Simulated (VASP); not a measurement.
# NaF (Fm-3m) in VASP: G0W0 quasiparticle levels with LDA

Aim: the G0W0 quasiparticle levels of NaF with LDA.

Everything below comes from runs of VASP 6.6.1. Logs are shortened: lines on timing, memory, paths and dates and some standing lists are left out, and cuts for length are marked.

## (1) The cell of the first run

It takes space group Fm-3m (No. 225, cubic). Conventional cell: a = 4.594 Å, b = 4.594 Å, c = 4.594 Å, α = 90.00°, β = 90.00°, γ = 90.00°. Na (site symmetry m-3m) has 6 F at 2.30 Å within 3.0 Å. F (site symmetry m-3m) has 6 Na at 2.30 Å within 3.0 Å.

## (2) G0W0 quasiparticle levels, LDA

The input, POSCAR:

```
NaF
1.0
    0.0000000000      2.2971680712      2.2971680712
    2.2971680712      0.0000000000      2.2971680712
    2.2971680712      2.2971680712      0.0000000000
Na F
1 1
Direct
    0.0000000000      0.0000000000      0.0000000000
    0.5000000000      0.5000000000      0.5000000000
```

The input, INCAR.step1:

```
PREC = Accurate
ENCUT = 500
EDIFF = 1E-8
ISMEAR = 0
SIGMA = 0.01
LREAL = F
LASPH = T
NELM = 100
ALGO = Normal
LWAVE = T
LCHARG = F
GGA = CA
```

The input, INCAR.step2:

```
PREC = Accurate
ENCUT = 500
EDIFF = 1E-8
ISMEAR = 0
SIGMA = 0.01
LREAL = F
LASPH = T
NELM = 1
ALGO = Exact
LWAVE = T
LCHARG = F
GGA = CA
NBANDS = 99
LOPTICS = T
ISTART = 1
```

The input, INCAR.step3:

```
PREC = Accurate
ENCUT = 500
EDIFF = 1E-8
ISMEAR = 0
SIGMA = 0.01
LREAL = F
LASPH = T
ALGO = EVGW0
LWAVE = F
LCHARG = F
GGA = CA
NELMGW = 1
NBANDS = 99
ENCUTGW = 140.0
NOMEGA = 96
PRECFOCK = Fast
ISTART = 1
NBANDSGW = 16
OMEGAMAX = 20
```

The input, KPOINTS:

```
regular mesh
0
Gamma
  6 6 6
```

Potentials or basis: VASP PAW LDA potentials, release 64 (Na_sv_GW, F_GW).

On the command line:

```
cat potpaw_LDA.64/Na_sv_GW/POTCAR potpaw_LDA.64/F_GW/POTCAR > POTCAR
cp INCAR.step1 INCAR
mpirun -np 1 vasp_std > vasp.out
cp INCAR.step2 INCAR
mpirun -np 1 vasp_std > vasp.out
cp INCAR.step3 INCAR
mpirun -np 1 vasp_std > vasp.out
```

OUTCAR:

```text
PREC = Accurate
   ENCUT = 500
   EDIFF = 1E-8
   ISMEAR = 0
   LREAL = F
   LASPH = T
   GGA = CA
   NELMGW = 1
   ENCUTGW = 140.0
   PRECFOCK = Fast
   ISTART = 1

 ion  position               nearest neighbor table
   1  0.000  0.000  0.000-   2 2.30   2 2.30   2 2.30   2 2.30   2 2.30   2 2.30
   2  0.500  0.500  0.500-   1 2.30   1 2.30   1 2.30   1 2.30   1 2.30   1 2.30

  LATTYP: Found a face centered cubic cell.
 ALAT       =     4.5943361424

  Lattice vectors:

 A1 = (   0.0000000000,   2.2971680712,   2.2971680712)
 A2 = (   2.2971680712,   0.0000000000,   2.2971680712)
 A3 = (   2.2971680712,   2.2971680712,   0.0000000000)

Analysis of symmetry for initial positions (statically):
=====================================================================
 Subroutine PRICEL returns:
 Original cell was already a primitive cell.

 Routine SETGRP: Setting up the symmetry group for a
 face centered cubic supercell.

 Subroutine GETGRP returns: Found 48 space group operations
 (whereof 48 operations were pure point group operations)
 out of a pool of 48 trial point group operations.

The static configuration has the point symmetry O_h .

Analysis of symmetry for dynamics (positions and initial velocities):
=====================================================================
 Subroutine PRICEL returns:
 Original cell was already a primitive cell.

 Routine SETGRP: Setting up the symmetry group for a
 face centered cubic supercell.

 Subroutine GETGRP returns: Found 48 space group operations
 (whereof 48 operations were pure point group operations)
 out of a pool of 48 trial point group operations.

The dynamic configuration has the point symmetry O_h .

 Subroutine INISYM returns: Found 48 space group operations
 (whereof 48 operations are pure point group operations),
 and found     1 'primitive' translations

----------------------------------------------------------------------------------------

                                     Primitive cell

  volume of cell :      24.2442

  direct lattice vectors                    reciprocal lattice vectors
     0.000000000  2.297168071  2.297168071    -0.217659302  0.217659302  0.217659302
     2.297168071  0.000000000  2.297168071     0.217659302 -0.217659302  0.217659302
[... 56 lines left out ...]
 -0.333333  0.333333  0.166667     24.000000
 -0.333333  0.500000  0.166667     12.000000
   k-points           NKPTS =     16   k-points in BZ     NKDIM =    216   number of bands    NBANDS=     99
   number of dos      NEDOS =    301   number of ions     NIONS =      2
   total plane-waves  NPLWV =  13824
   dimension x,y,z NGX =    24 NGY =   24 NGZ =   24
   dimension x,y,z NGXF=    48 NGYF=   48 NGZF=   48
   ions per type =               1   1
   NGX,Y,Z   is equivalent  to a cutoff of  12.28, 12.28, 12.28 a.u.
   NGXF,Y,Z  is equivalent  to a cutoff of  24.56, 24.56, 24.56 a.u.
 SYSTEM =  unknown system
   PREC   = accura    normal or accurate (medium, high low for compatibility)
   ISTART =      1    job   : 0-new  1-cont  2-samecut
   ICHARG =      0    charge: 1-file 2-atom 10-const
   ISPIN  =      1    spin polarized calculation?
   LNONCOLLINEAR =      F non collinear calculations
   LSORBIT =      F    spin-orbit coupling
   LASPH  =      T    aspherical Exc in radial PAW
   ENCUT  =  500.0 eV  36.75 Ry    6.06 a.u.   5.92  5.92  5.92*2*pi/ulx,y,z
   NELM   =     60;   NELMIN=  2; NELMDL=  0     # of ELM steps
   EDIFF  = 0.1E-07   stopping-criterion for ELM
   LREAL  =      F    real-space projection
   EDIFFG = 0.1E-06   stopping-criterion for IOM
   NSW    =      0    number of steps for IOM
   IBRION =     -1    ionic relax: 0-MD 1-quasi-New 2-CG
   NFREE  =      0    steps in history (QN), initial steepest desc. (CG)
   ISIF   =      0    stress and relaxation
   ISYM   =      3    0-nonsym 1-usesym 2-fastsym
   POTIM  = 0.5000    time-step for ionic-motion
   TEBEG  =    0.0;   TEEND  =   0.0 temperature during run
   PSTRESS=    0.0 pullay stress
   NELECT =      16.0000    total number of electrons
   NUPDOWN=      -1.0000    fix difference up-down
   EMIN   =  10.00;   EMAX   =-10.00  energy-range for DOS
   EFERMI =   0.00;   METHOD = LEGACY
   ISMEAR =     0;   SIGMA  =   0.01  broadening in eV -4-tet -1-fermi 0-gaus
   EFERMI_NEDOS =   21; number of points for ismear=-14 and -15
   IALGO  =     38    algorithm
   IMIX   =      4    mixing-type and parameters
     AMIX     =   0.40;   BMIX     =  1.00
     AMIX_MAG =   1.60;   BMIX_MAG =  1.00
  volume/ion in A,a.u.               =      12.12        81.80
  Fermi-wavevector in a.u.,A,eV,Ry     =   1.425319  2.693462 27.640699  2.031534
  Thomas-Fermi vector in A             =   2.545716
   LORBIT       =      0    0 simple, 1 ext, 2 COOP (PROOUT), +10 PAW based schemes
   GGA     = CA    functional components
   LHFCALC =     T    Hartree Fock is set to
   PRECFOCK=fast      Normal, Fast or Accurate (Low or Medium for compatibility)
   ENCUT4O =  -1.0   cutoff for four orbital integrals eV
   NKREDX  =     1    reduce k-point grid by
   NKREDY  =     1    reduce k-point grid by
   NKREDZ  =     1    reduce k-point grid by
   AEXX    =    1.0000 exact exchange contribution
   HFSCREEN=    0.0000 screening length (either q_TF or 0.3 A-1)
   HFSCREENC=   0.0000 screening length for correlation (either q_TF or 0.3 A-1)
   ENCUTFOCK=  -1.0 apply spherical cutoff to Coloumb kernel
   IVDW    =     0    specifies the selected vdW correction
   LEPSILON=     F    determine dielectric tensor
   LRPA    =     F    only Hartree local field effects (RPA)
   LRPAFORCE           =     F    calculate RPA forces
   ENCUTGW             = 140.0    cutoff for response function in eV
   ENCUTGWSOFT         = 112.0    soft cutoff for Coulomb kernel in GW response function in eV
   ENCUTLF             =  -1.0    cutoff for local field effects
   NELMGW              =     1    number of iterations in solving QP/BSE equation
   NELMHF              =     1    number of iterations in the inner HF iteration
   NKREDLFX            =     1    NKREDLFY  =   1   NKREDLFZ  =   1
 non-spin polarized calculation
 Gauss-broadening in eV      SIGMA  =   0.01
  energy-cutoff  :      500.00
  volume of cell :       24.24
 maximum number of plane-waves:       636
  NGX = 14; NGY = 14; NGZ = 14
   NGX = 11   NGY = 11   NGZ = 11
 maximum number of plane-waves:        95
 NGX is ok and might be reduce to    14

 QP shifts <psi_nk| G(iteration)W_0 |psi_nk>: iteration 1
 for sc-GW calculations column KS-energies equals QP-energies in previous step
 and V_xc(KS)=  KS-energies - (<T + V_ion + V_H > + <T+V_H+V_ion>^1  + <V_x>^1)

 k-point   1 :       0.0000    0.0000    0.0000
  band No.  KS-energies  QP-energies   sigma(KS)   V_xc(KS)     V^pw_x(r,r')   Z            occupation Imag(sigma)

      1     -48.2308     -58.4636     -41.1837     -28.4106     -48.8122       0.8011       2.0000       0.1904
      2     -20.8601     -25.0424     -27.9998     -22.1519     -36.5073       0.7152       2.0000       0.7401
      3     -20.7536     -27.0910     -35.8072     -28.2921     -41.3366       0.8433       2.0000       0.0340
      4     -20.7536     -27.0910     -35.8072     -28.2921     -41.3366       0.8433       2.0000       0.0340
      5     -20.7536     -27.0910     -35.8072     -28.2921     -41.3366       0.8433       2.0000       0.0340
      6      -2.0733      -4.5469     -25.5041     -22.4032     -30.0894       0.7977       2.0000       0.0452
[... 295 lines left out ...]
      2     -21.1376     -26.5166     -32.5180     -25.6521     -39.2116       0.7834       2.0000       0.3074
      3     -20.8928     -27.1900     -35.4742     -27.9674     -40.9687       0.8389       2.0000       0.0444
      4     -20.8412     -27.1504     -35.6027     -28.0932     -41.1112       0.8402       2.0000       0.0404
      5     -20.2270     -25.1213     -31.6282     -25.1490     -38.9779       0.7554       2.0000       0.4197
      6      -3.2355      -5.9199     -23.6853     -20.3063     -28.0712       0.7944       2.0000       0.0487
[... 8 lines left out ...]
     15      23.9516      27.0786      -8.1257     -11.6667      -4.2331       0.8831       0.0000      -0.3142
     16      26.2887      29.5037      -7.7896     -11.4232      -3.8839       0.8848       0.0000      -0.2912
```

OUTCAR.step1:

```text
PREC = Accurate
   ENCUT = 500
   EDIFF = 1E-8
   ISMEAR = 0
   LREAL = F
   LASPH = T
[... 448 lines left out ...]
 -----------------------------------------------------------------------------------
      0.00000      0.00000      0.00000         0.000000      0.000000      0.000000
      2.29717      2.29717      2.29717        -0.000000     -0.000000     -0.000000
 -----------------------------------------------------------------------------------
    total drift:                                0.000000     -0.000000      0.000000

  FREE ENERGIE OF THE ION-ELECTRON SYSTEM (eV)
  ---------------------------------------------------
  free  energy   TOTEN  =       -11.4371474941 eV

  energy  without entropy=      -11.4371474941  energy(sigma->0) =      -11.43714749
```

Wall time 6 min (1 thread of Intel Xeon Platinum 8375C at 2.90GHz (Ice Lake), shared host); peak memory 0.47 GiB.

Results:

* Quasiparticle gap: 10.59 eV
* Least direct quasiparticle gap: 10.59 eV
* Band gap of the starting levels on the mesh: 6.11 eV
* Least direct gap of the starting levels on the mesh: 6.11 eV

Caveat: the k points lie up to 0.39 Å⁻¹ apart; bands, screening cutoff and mesh are small and nothing is extrapolated, so the quasiparticle values aren't converged.
